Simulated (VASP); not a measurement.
**Ta: single point with r2SCAN**

Crystal: Ta.

```
Ta
1.0
    -1.65229    1.70186    1.65229
     1.65229   -1.70186    1.65229
     1.65229    1.70186   -1.65229
Ta
1
Direct
  0.00000 0.00000 0.00000
```

This cell differs from its parent crystal: strain +0.0300 x Voigt [0, 1, 0, 0, 0, 0].

```
Program             : VASP 6.6.1
Task                : single point
Functional          : r2SCAN
Potentials or basis : VASP PAW PBE potentials, release 64 (Ta_pv)
Cutoff              : 520 eV
k mesh              : 26 × 26 × 26
Occupations         : gaussian, width 0.15 eV
Spin                : no spin polarisation
```

```yaml
Pressure: -4.9 GPa
Band_gap_on_the_k_mesh: zero (an odd number of electrons rules out a gap without spin polarisation)
```

Stress tensor (GPa, compression positive):
```
-3.92  0.00  0.00
 0.00 -6.93  0.00
 0.00  0.00 -3.92
```

Levels at points of the mesh, in eV from the Fermi level:
| k point | band 2 | band 3 | band 4 | band 5 | band 6 | band 7 | band 8 | band 9 | band 10 | band 11 |
| --- | --- | --- | --- | --- | --- | --- | --- | --- | --- | --- |
| (0.00, 0.00, 0.00) | -34.35 | -34.35 | -8.21 | 0.72 | 0.72 | 1.10 | 3.95 | 4.46 | 11.96 | 15.26 |
| (0.50, 0.00, 0.00) | -34.70 | -34.36 | -4.43 | -1.34 | 1.25 | 3.84 | 5.08 | 7.74 | 11.74 | 12.01 |
| (0.00, 0.50, 0.00) | -34.73 | -34.38 | -4.40 | -1.73 | 1.47 | 4.41 | 5.26 | 7.83 | 11.87 | 12.09 |
| (0.50, 0.50, 0.50) | -35.11 | -35.11 | -3.79 | -3.71 | 6.79 | 6.89 | 6.89 | 8.19 | 8.99 | 8.99 |

It took 20 min on 1 thread of Oxide Virtual Turin-like Processor (shared host), peak memory 0.35 GiB.

Caveat: the cell differs from its parent crystal (strain +0.0300 x Voigt [0, 1, 0, 0, 0, 0]); the cell stands under tension; the PAW data sets were made with another functional, which shifts forces and pressure a little; spin-orbit coupling is left out, which moves the levels of the heavy elements.
